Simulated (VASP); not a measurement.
Set up this calculation in VASP 6.6.1, as the native input.

```
Task                   : single point
Functional             : PBE
Potentials or basis    : VASP PAW PBE potentials, release 64 (Sr_sv, Ti_sv, O)
Cutoff                 : 600 eV
k mesh                 : 1 × 1 × 1
Occupations            : methfessel-paxton, width 0.1 eV
Spin                   : collinear spin, ferromagnetic start
Starting moments       : [0.0, 2.0, 0.0, 0.0, 0.0] μB
Dipole correction      : no
Further INCAR settings : ALGO = Normal; EDIFF = 1e-06; NBANDS = 32
```

The structure of SrTiO3 lies in POSCAR:

```
SrTiO3
1.0
    3.9127013100      0.0000000000      0.0000000000
    0.0000000000      3.9127013100      0.0000000000
    0.0000000000      0.0000000000      3.9127013100
Sr Ti O
1 1 3
Direct
    0.0000000000      0.0000000000      0.0000000000
    0.5000000000      0.5000000000      0.5000000000
    0.5000000000      0.0000000000      0.5000000000
    0.5000000000      0.5000000000      0.0000000000
    0.0000000000      0.5000000000      0.5000000000
```

One way to write it, as run:

INCAR

```
SYSTEM = SrTiO3
PREC = Accurate ; ENCUT = 600
EDIFF = 1E-6 ; ISMEAR = 1
SIGMA = 0.1 ; LREAL = .False.
LASPH = .True. ; NELM = 200
ALGO = Normal ; ISIF = 2
LWAVE = .False. ; LCHARG = .False.
ISPIN = 2 ; MAGMOM = 0 2 0 0 0
LORBIT = 11 ; LMAXMIX = 4
GGA = PE ; NBANDS = 32
GGA_COMPAT = .False.
```

KPOINTS

```
regular mesh
0
Gamma
  1 1 1
  0 0 0
```

Potentials or basis: VASP PAW PBE potentials, release 64 (Sr_sv, Ti_sv, O).

Launch:

```bash
$ cat potpaw_PBE.64/Sr_sv/POTCAR potpaw_PBE.64/Ti_sv/POTCAR potpaw_PBE.64/O/POTCAR > POTCAR
$ mpirun -np 1 vasp_gam > vasp.out
```

It gave:

```json
{"Pressure": "56.3 GPa", "Band gap on the k mesh": "0.06 eV", "Net moment": "1.12 μB per cell", "Site moments": "Sr +0.01; Ti +0.01; O +0.32 μB", "Valence electrons inside the program's atomic spheres": "Sr 7.89; Ti 9.93; O 5.19"}
```

Caveat: the k points lie up to 1.61 Å⁻¹ apart.

It took 2 min on 1 thread of Intel Xeon 6975P-C, on a shared host, peak memory 0.2 GiB.
